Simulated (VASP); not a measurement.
Input of a VASP 6.6.1 run:

Contents of INCAR:

```
PREC = Accurate
ENCUT = 520
EDIFF = 1E-7
ISMEAR = 0
SIGMA = 0.1
LREAL = F
LASPH = T
NELM = 80
ALGO = Normal
ISIF = 2
LWAVE = F
LCHARG = F
GGA = PE
NBANDS = 31
```

KPOINTS

```
regular mesh
0
Gamma
  6 6 2
```

Contents of POSCAR:

```
Ba2Hf2O
1.0
    4.5620118300      0.0000000000      0.0000000000
   -2.2810059100      3.9508181300      0.0000000000
    0.0000000000      0.0000000000      7.8402681400
Ba Hf O
2 2 1
Direct
    0.3333333300      0.6666666700      0.2621699900
    0.6666666700      0.3333333300      0.7378300100
    0.3333333300      0.6666666700      0.6293000000
    0.6666666700      0.3333333300      0.3707000000
    0.0000000000      0.0000000000      0.0000000000
```

Potentials or basis: VASP PAW PBE potentials, release 64 (Ba_sv, Hf_pv, O).

The run is started by

```bash
$ cat potpaw_PBE.64/Ba_sv/POTCAR potpaw_PBE.64/Hf_pv/POTCAR potpaw_PBE.64/O/POTCAR > POTCAR
$ mpirun -np 1 vasp_std > vasp.out
```

Problem. What does it give for the pressure?

Solution. 7.0 GPa.

Problem. What does it give for the band gap on the k mesh?

Solution. Zero (band 23 reaches 2.71 eV, above the bottom of band 24 at 2.60 eV).

Problem. Estimate the largest force.

Solution. 5.509 eV/Å.

Forces in eV/Å, atoms in the order of the input:
```
Ba   0.000  0.000 -5.509
Ba   0.000  0.000  5.509
Hf   0.000  0.000 -1.987
Hf   0.000  0.000  1.987
O    0.000  0.000  0.000
```

Caveat: the k points lie up to 0.40 Å⁻¹ apart; spin-orbit coupling is left out, which moves the levels of the heavy elements; forces of over 1 eV/Å act on the atoms, so gaps and moduli don't describe the material at rest.
